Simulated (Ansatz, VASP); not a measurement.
**In in VASP and in Ansatz**

INCAR

```
SYSTEM = In
  PREC = Accurate
  ENCUT = 520
  EDIFF = 1E-6
  ISMEAR = 0
  SIGMA = 0.15
  LREAL = .FALSE.
  LASPH = .TRUE.
  NELM = 100
  ALGO = Fast
  ISIF = 2
  LWAVE = .FALSE.
  LCHARG = .TRUE.
  GGA = PS
  LELF = .TRUE.
  LVHAR = .TRUE.
  NBANDS = 12
```

The input KPOINTS:

```
regular mesh
0
G
  20 20 20
  0 0 0
```

POSCAR

```
In
1.0
   -1.6749345000      1.6749345000      2.4368407500
    1.6749345000     -1.6749345000      2.4368407500
    1.6749345000      1.6749345000     -2.4368407500
In
1
Direct
    0.0000000000      0.0000000000      0.0000000000
```

Input for Ansatz:

```yaml
crystal:
  lattice:
    - [-1.6749345, 1.6749345, 2.43684075]
    - [1.6749345, -1.6749345, 2.43684075]
    - [1.6749345, 1.6749345, -2.43684075]
  atoms:
    - { symbol: In, position: [0.0, 0.0, 0.0] }
basis:
  ecutwfc: 420
kpoints:
  mp_grid: { grid: [20, 20, 20] }
hamiltonian:
  xc: pbesol
scf:
  occupations: { method: gaussian, width: 0.15 }
output:
  forces: true
  stress: true
  eigenvalues: true
```

Change from the starting cell: strain +0.030 along x and y, -0.015 along z, atoms carried along.

Alike in both runs: task single point; functional PBEsol; k mesh 20 × 20 × 20; occupations gaussian, width 0.15 eV; no spin polarisation.

|  | VASP | Ansatz |
| --- | --- | --- |
| version | VASP 6.6.1 | Ansatz 0.2.0 |
| potentials or method | VASP PAW PBE potentials, release 64 (In_d), cutoff 520 eV | scalar-relativistic, plane waves, PAW |
| valence electrons in the cell | 13 | 13 |

```csv
,VASP,Ansatz,Ansatz less VASP
gap on the k mesh at the Fermi level (eV),none,none,-
pressure (GPa),-2.5,-2.5,+0.01
"traceless stress, the component that is largest in VASP (GPa)",0.11,0.11,-0.001
```

VASP's potentials were made for PBE, not for PBEsol. A gap of «none» marks a metal or a gap that the smearing closes. The functional is the same, so the differences come from potentials, cutoffs and numerics.
